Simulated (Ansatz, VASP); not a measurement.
# SnO2: VASP beside Ansatz

Contents of POSCAR:

```
SnO2
1.0
    0.0000000000      2.5334669704      2.5334669704
    2.5334669704      0.0000000000      2.5334669704
    2.5334669704      2.5334669704      0.0000000000
Sn O
1 2
Direct
    0.0000000000      0.0000000000      0.0000000000
    0.2500000000      0.2500000000      0.2500000000
    0.7500000000      0.7500000000      0.7500000000
```

File INCAR.step1:

```
PREC = Accurate
ENCUT = 520
EDIFF = 1E-5
ISMEAR = 0
SIGMA = 0.01
LREAL = F
LASPH = T
NELM = 60
ALGO = Normal
ISIF = 2
LWAVE = T
GGA = PE
NBANDS = 20
```

Contents of INCAR.step2:

```
PREC = Accurate
ENCUT = 520
EDIFF = 1E-6
ISMEAR = 0
SIGMA = 0.01
LREAL = F
LASPH = T
NELM = 60
ALGO = Normal
ISIF = 2
LWAVE = F
LCHARG = T
GGA = PE
LHFCALC = T
AEXX = 0.3
HFSCREEN = 0.5
PRECFOCK = Normal
LELF = T
LVHAR = T
ISTART = 1
NBANDS = 20
```

KPOINTS

```
regular mesh
0
Gamma
  4 4 4
```

Input for Ansatz:

```yaml
crystal:
  lattice:
    - [0.0, 2.5334669704, 2.5334669704]
    - [2.5334669704, 0.0, 2.5334669704]
    - [2.5334669704, 2.5334669704, 0.0]
  atoms:
    - { symbol: Sn, position: [0.0, 0.0, 0.0] }
    - { symbol: O, position: [0.25, 0.25, 0.25] }
    - { symbol: O, position: [0.75, 0.75, 0.75] }
kpoints:
  mp_grid: { grid: [4, 4, 4] }
hamiltonian:
  xc: { exchange: pbe, correlation: pbe, exx: { coeff: 0.3, omega: 0.5 } }
scf:
  occupations: { method: fixed }
  n_extra_bands: 4
output:
  forces: true
  stress: true
  eigenvalues: true
```

Alike in both runs: task single point; functional PBE-based screened hybrid; k mesh 4 × 4 × 4; no spin polarisation.

|  | VASP | Ansatz |
| --- | --- | --- |
| version | VASP 6.6.1 | Ansatz 0.2.0 |
| potentials or method | VASP PAW PBE potentials, release 64 (Sn_d, O) | plane waves |
| plane-wave cutoff (eV) | 520 | 420 |
| occupations | gaussian, width 0.01 eV | fixed |
| valence electrons in the cell | 26 | 26 |

```csv
,VASP,Ansatz,Ansatz less VASP
gap on the k mesh at the Fermi level (eV),1.27,1.29,+0.013
pressure (GPa),-1.6,-2.6,-0.99
```

VASP's potentials were made for PBE, not for PBE-based screened hybrid. Ansatz's warnings: stress exchange threshold loose, stress scf threshold loose.

The k mesh is coarse, so the values compare programs but aren't converged.
